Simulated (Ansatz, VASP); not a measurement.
# One calculation of Br, two programs

File INCAR:

```
ALGO     = Normal         # electronic algorithm
EDIFF    = 1E-7           # SCF threshold, eV
ENCUT    = 520            # plane-wave cutoff, eV
GGA      = PE             # functional
ISIF     = 2              # what is computed and relaxed
ISMEAR   = 0              # smearing method
LASPH    = T              # aspherical terms in the spheres
LCHARG   = T              # write CHGCAR
LELF     = T              # ELF
LREAL    = F              # projectors in reciprocal space
LVHAR    = T            
LWAVE    = F              # write WAVECAR
NBANDS   = 10             # bands
NELM     = 80             # most SCF steps
PREC     = Accurate       # precision mode
SIGMA    = 0.1            # smearing width, eV
```

File KPOINTS:

```
k-points
0
Gamma
  20 20 20
```

File POSCAR:

```
Br
1.0
   -1.3016820508      1.6541901071      3.6921290780
    1.3016820508     -1.6541901071      3.6921290780
    1.3016820508      1.6541901071     -3.6921290780
Br
1
Direct
    0.0000000000      0.0000000000      0.0000000000
```

Input for Ansatz:

```yaml
crystal:
  lattice:
    - [-1.3016820508, 1.6541901071, 3.692129078]
    - [1.3016820508, -1.6541901071, 3.692129078]
    - [1.3016820508, 1.6541901071, -3.692129078]
  atoms:
    - { symbol: Br, position: [0.0, 0.0, 0.0] }
basis:
  ecutwfc: 420
kpoints:
  mp_grid: { grid: [20, 20, 20] }
hamiltonian:
  xc: pbe
scf:
  occupations: { method: gaussian, width: 0.1 }
output:
  forces: true
  stress: true
  eigenvalues: true
```

Alike in both runs: task single point; functional PBE; k mesh 20 × 20 × 20; occupations gaussian, width 0.1 eV; no spin polarisation.

|  | VASP | Ansatz |
| --- | --- | --- |
| version | VASP 6.6.1 | Ansatz 0.2.0 |
| potentials or method | VASP PAW PBE potentials, release 64 (Br), cutoff 520 eV | scalar-relativistic, plane waves, PAW |
| valence electrons in the cell | 7 | 7 |

|  | VASP | Ansatz | Ansatz less VASP |
| --- | --- | --- | --- |
| gap on the k mesh at the Fermi level (eV) | none | none | - |
| pressure (GPa) | 1.1 | 1.1 | 0.00 |
| traceless stress, the component that is largest in VASP (GPa) | 0.34 | 0.33 | -0.006 |

A gap of «none» marks a metal or a gap that the smearing closes. With one functional, cell and mesh, what is left measures potentials, basis and numerics.
